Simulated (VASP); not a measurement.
# AlO (Pm-3m) in VASP: single point with PBE

Aim: the single point of AlO with PBE.

All numbers are computed with VASP 6.6.1; they aren't measurements. Logs are shortened: lines on timing, memory, paths and dates and some standing lists are left out, and cuts for length are marked.

## 1. The cell of the first run

It takes space group Pm-3m (No. 221, cubic). The conventional cell has a = 2.769 Å, b = 2.769 Å, c = 2.769 Å, α = 90.00°, β = 90.00°, γ = 90.00°. Al (site symmetry m-3m) has 8 O at 2.40 Å and 6 Al at 2.77 Å within 3.2 Å. Within 3.2 Å of O (site symmetry m-3m) lie 8 Al at 2.40 Å and 6 O at 2.77 Å.

## 2. Single point, PBE

The input, INCAR:

```
SYSTEM = AlO
PREC = Accurate
ENCUT = 520
EDIFF = 1E-6
ISMEAR = -1
SIGMA = 0.05
LREAL = .False.
LASPH = .True.
NELM = 80
ALGO = Normal
ISIF = 2
LWAVE = .False.
LCHARG = .False.
GGA = PE
NBANDS = 12
```

The input, KPOINTS:

```
regular mesh
0
Gamma
  10 10 10
  0 0 0
```

The input, POSCAR:

```
AlO
1.0
    2.7691900000      0.0000000000      0.0000000000
    0.0000000000      2.7691900000      0.0000000000
    0.0000000000      0.0000000000      2.7691900000
Al O
1 1
Direct
    0.5000000000      0.5000000000      0.5000000000
    0.0000000000      0.0000000000      0.0000000000
```

Potentials or basis: VASP PAW PBE potentials, release 64 (Al, O).

Started as:

```bash
$ cat potpaw_PBE.64/Al/POTCAR potpaw_PBE.64/O/POTCAR > POTCAR
$ mpirun -np 1 vasp_std > vasp.out
```

OUTCAR:

```text
SYSTEM = AlO
   PREC = Accurate
   ENCUT = 520
   EDIFF = 1E-6
   ISMEAR = -1
   LREAL = .False.
   LASPH = .True.
   NELM = 80
   ISIF = 2
   GGA = PE

 ion  position               nearest neighbor table
   1  0.500  0.500  0.500-   2 2.40   2 2.40   2 2.40   2 2.40   2 2.40   2 2.40   2 2.40   2 2.40

   2  0.000  0.000  0.000-   1 2.40   1 2.40   1 2.40   1 2.40   1 2.40   1 2.40   1 2.40   1 2.40

  LATTYP: Found a simple cubic cell.
 ALAT       =     2.7691900000

  Lattice vectors:

 A1 = (   2.7691900000,   0.0000000000,   0.0000000000)
 A2 = (   0.0000000000,   2.7691900000,   0.0000000000)
 A3 = (   0.0000000000,   0.0000000000,   2.7691900000)

Analysis of symmetry for initial positions (statically):
=====================================================================
 Subroutine PRICEL returns:
 Original cell was already a primitive cell.

 Routine SETGRP: Setting up the symmetry group for a
 simple cubic supercell.

 Subroutine GETGRP returns: Found 48 space group operations
 (whereof 48 operations were pure point group operations)
 out of a pool of 48 trial point group operations.

The static configuration has the point symmetry O_h .

Analysis of symmetry for dynamics (positions and initial velocities):
=====================================================================
 Subroutine PRICEL returns:
 Original cell was already a primitive cell.

 Routine SETGRP: Setting up the symmetry group for a
 simple cubic supercell.

 Subroutine GETGRP returns: Found 48 space group operations
 (whereof 48 operations were pure point group operations)
 out of a pool of 48 trial point group operations.

The dynamic configuration has the point symmetry O_h .

 Subroutine INISYM returns: Found 48 space group operations
 (whereof 48 operations are pure point group operations),
 and found     1 'primitive' translations

----------------------------------------------------------------------------------------

                                     Primitive cell

  volume of cell :      21.2353

  direct lattice vectors                    reciprocal lattice vectors
     2.769190000  0.000000000  0.000000000     0.361116428  0.000000000  0.000000000
     0.000000000  2.769190000  0.000000000     0.000000000  0.361116428  0.000000000
     0.000000000  0.000000000  2.769190000     0.000000000  0.000000000  0.361116428

  length of vectors
     2.769190000  2.769190000  2.769190000     0.361116428  0.361116428  0.361116428

  position of ions in fractional coordinates (direct lattice)
[... 83 lines left out ...]
   IBRION =     -1    ionic relax: 0-MD 1-quasi-New 2-CG
   NFREE  =      0    steps in history (QN), initial steepest desc. (CG)
   ISIF   =      2    stress and relaxation
   ISYM   =      2    0-nonsym 1-usesym 2-fastsym
   POTIM  = 0.5000    time-step for ionic-motion
   TEBEG  =    0.0;   TEEND  =   0.0 temperature during run
   PSTRESS=    0.0 pullay stress
   NELECT =       9.0000    total number of electrons
   NUPDOWN=      -1.0000    fix difference up-down
   EMIN   =  10.00;   EMAX   =-10.00  energy-range for DOS
   EFERMI =   0.00;   METHOD = LEGACY
   ISMEAR =    -1;   SIGMA  =   0.05  broadening in eV -4-tet -1-fermi 0-gaus
   EFERMI_NEDOS =   21; number of points for ismear=-14 and -15
   IALGO  =     38    algorithm
   IMIX   =      4    mixing-type and parameters
     AMIX     =   0.40;   BMIX     =  1.00
     AMIX_MAG =   1.60;   BMIX_MAG =  1.00
  volume/ion in A,a.u.               =      10.62        71.65
  Fermi-wavevector in a.u.,A,eV,Ry     =   1.229711  2.323816 20.574569  1.512188
  Thomas-Fermi vector in A             =   2.364587
   LORBIT       =      0    0 simple, 1 ext, 2 COOP (PROOUT), +10 PAW based schemes
   GGA     = PE    functional components
[... 5 lines left out ...]
 non-spin polarized calculation
  energy-cutoff  :      520.00
  volume of cell :       21.24
 maximum number of plane-waves:       588
 NGX is ok and might be reduce to    24
   NGX = 11   NGY = 11   NGZ = 11

 number of electron       8.9999998 magnetization

 Free energy of the ion-electron system (eV)
  ---------------------------------------------------
  ext. energy  EPLUGINS =         0.00000000
  ---------------------------------------------------
  free energy    TOTEN  =       -10.04726326 eV

  energy without entropy =      -10.03704364  energy(sigma->0) =      -10.04215345

 E-fermi :   9.2027     XC(G=0): -11.2420

 val. band max:        9.1795721028   @ k =   0.5000   0.3000   0.2000
 cond. band min:       9.2668524460   @ k =   0.4000   0.1000   0.0000
 fundamental gap:      0.0872803432
 Fermi energy:         9.2027377710

 k-point     1 :       0.0000    0.0000    0.0000
  band No.  band energies     occupation
      1     -11.9456      2.00000
      2       4.2616      2.00000
      3       4.8144      2.00000
      4       4.8144      2.00000
      5       4.8144      2.00000
      6      14.8917      0.00000
      7      14.8917      0.00000
      8      20.3145      0.00000
      9      20.3145      0.00000
     10      20.3145      0.00000
     11      29.6073      0.00000
     12      29.6073      0.00000
[... 331 lines left out ...]
 k-point    24 :       0.3000    0.1000    0.1000
  band No.  band energies     occupation
      1     -11.1625      2.00000
      2       0.5168      2.00000
      3       4.2718      2.00000
      4       4.8046      2.00000
      5       8.7516      1.99976
      6      13.1911      0.00000
      7      15.2223      0.00000
      8      18.8174      0.00000
      9      21.1751      0.00000
     10      24.2014      0.00000
     11      25.0142      0.00000
     12      25.5769      0.00000

 [... further k-points ...]

------------------------ aborting loop because EDIFF is reached ----------------------------------------

  FORCE on cell =-STRESS in cart. coord.  units (eV):
  Direction    XX          YY          ZZ          XY          YZ          ZX
  --------------------------------------------------------------------------------------
  -------------------------------------------------------------------------------------
  Total       -0.0173128     -0.0173128     -0.0173128      0.0000000      0.0000000     -0.0000000
  in kB       -1.3062308     -1.3062308     -1.3062308      0.0000000      0.0000000     -0.0000000
  external PRESSURE =      -1.3062308 kB  Pullay stress =       0.0000000 kB

 VOLUME and BASIS-vectors are now :
 -----------------------------------------------------------------------------
  energy-cutoff  :      520.00
  volume of cell :       21.24
      direct lattice vectors                 reciprocal lattice vectors
     2.769190000  0.000000000  0.000000000     0.361116428  0.000000000  0.000000000
     0.000000000  2.769190000  0.000000000     0.000000000  0.361116428  0.000000000
     0.000000000  0.000000000  2.769190000     0.000000000  0.000000000  0.361116428

 POSITION                                       TOTAL-FORCE (eV/Angst)
 -----------------------------------------------------------------------------------
      1.38460      1.38460      1.38460         0.000000      0.000000      0.000000
      0.00000      0.00000      0.00000         0.000000      0.000000      0.000000
 -----------------------------------------------------------------------------------
    total drift:                               -0.000000      0.000000      0.000000

  FREE ENERGIE OF THE ION-ELECTRON SYSTEM (eV)
  ---------------------------------------------------
  free  energy   TOTEN  =       -10.0472632644 eV

  energy  without entropy=      -10.0370436403  energy(sigma->0) =      -10.04215345
```

OSZICAR:

```text
N       E                     dE             d eps       ncg     rms          rms(c)
DAV:   1     0.133595141538E+02    0.13360E+02   -0.39287E+03  1344   0.625E+02
DAV:   2    -0.105058259522E+02   -0.23865E+02   -0.22704E+02  1656   0.118E+02
DAV:   3    -0.111737734096E+02   -0.66795E+00   -0.66415E+00  1668   0.167E+01
DAV:   4    -0.111762212178E+02   -0.24478E-02   -0.24476E-02  1524   0.127E+00
DAV:   5    -0.111762453056E+02   -0.24088E-04   -0.24088E-04  1644   0.125E-01    0.628E+00
DAV:   6    -0.101763087106E+02    0.99994E+00   -0.89432E+00  1388   0.153E+01    0.308E+00
DAV:   7    -0.100656028340E+02    0.11071E+00   -0.58087E-01  1408   0.420E+00    0.105E+00
DAV:   8    -0.100495346311E+02    0.16068E-01   -0.84837E-02  1476   0.227E+00    0.449E-01
DAV:   9    -0.100473241452E+02    0.22105E-02   -0.31171E-03  1440   0.453E-01    0.145E-01
DAV:  10    -0.100472710732E+02    0.53072E-04   -0.28104E-04  1580   0.137E-01    0.233E-02
DAV:  11    -0.100472636052E+02    0.74680E-05   -0.18246E-05  1500   0.322E-02    0.397E-03
DAV:  12    -0.100472632644E+02    0.34081E-06   -0.12849E-07   832   0.306E-03
   1 F= -.10047263E+02 E0= -.10042153E+02  d E =-.102196E-01
```

stdout:

```text
POSCAR found type information on POSCAR AlO
 POSCAR found :  2 types and       2 ions
 scaLAPACK will be used
 LDA part: xc-table for (Slater+PW92), standard interpolation
 POSCAR, INCAR and KPOINTS ok, starting setup
 FFT: planning ... GRIDC
 FFT: planning ... GRID_SOFT
 FFT: planning ... GRID
 WAVECAR not read
 entering main loop
```

It took 6.1 s on 1 thread of AMD EPYC 9R45 (Zen 5), shared host; peak memory 0.11 GiB.

Results:

```yaml
Free_energy: -10.0473 eV
Pressure: -0.1 GPa
```

Levels at points of the mesh, in eV from the Fermi level:
```
           k point  band 3  band 4  band 5  band 6  band 7  band 8
(0.00, 0.00, 0.00)   -4.39   -4.39   -4.39    5.69    5.69   11.11
(0.50, 0.00, 0.00)   -3.83   -3.83    0.16    2.19    8.71    9.73
(0.50, 0.50, 0.00)   -7.94   -3.34   -2.40    5.01    5.01    8.07
(0.50, 0.50, 0.50)   -6.39   -6.39    0.68    0.68    0.68    4.47
```

Caveat: an odd number of electrons without spin polarisation forces a metal; a magnetic or distorted state may lie lower.
